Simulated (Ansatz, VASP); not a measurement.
# BeCdF4: VASP beside Ansatz

```xyz
12
Lattice="5.4238 -2.4922 -0.0034 5.4238 2.4922 -0.0034 -2.3556 0.0000 6.0826" Properties=species:S:1:pos:R:3 pbc="T T T"
Be    2.2155   -1.1654    4.9409
Be    6.2766   -1.1654    1.1348
Cd    5.3928   -1.2270    4.2567
Cd    3.0993   -1.2270    1.8190
F     5.4238   -1.8833   -0.0034
F     5.2649   -0.3249    1.9461
F     1.0882   -0.2914    5.6249
F     6.9739    0.2587    4.0489
F     7.4039   -0.2914    0.4508
F     1.5182    0.2587    2.0268
F     3.2272   -0.3249    4.1296
F     4.2461    2.3899    3.0378
```

Change from the starting cell: the structure that the rattled cell fell into.

Alike in both runs: functional PBE; k mesh 6 × 6 × 4; occupations gaussian, width 0.02 eV; no spin polarisation.

Ansatz relaxed the structure, and its values are those at the end. VASP's run is a single point on that final structure, the one shown.

|  | VASP | Ansatz |
| --- | --- | --- |
| version | VASP 6.6.1 | Ansatz 0.2.0 |
| potentials or method | VASP PAW PBE potentials, release 64 (Be, Cd, F), cutoff 520 eV | scalar-relativistic, plane waves, PAW |
| valence electrons in the cell | 84 | 100 |

|  | VASP | Ansatz | Ansatz less VASP |
| --- | --- | --- | --- |
| gap on the k mesh at the Fermi level (eV) | 3.74 | 3.77 | +0.037 |
| least direct gap on the mesh (eV) | 3.77 | 3.80 | +0.036 |
| pressure (GPa) | 0.3 | 0.0 | -0.35 |
| rms of the force components (eV/Å) | 0.033 | 0.001 | -0.0324 |

VASP's potentials hold 84 valence electrons a cell and Ansatz's 100, so a difference there can come from the potentials and not from the codes.
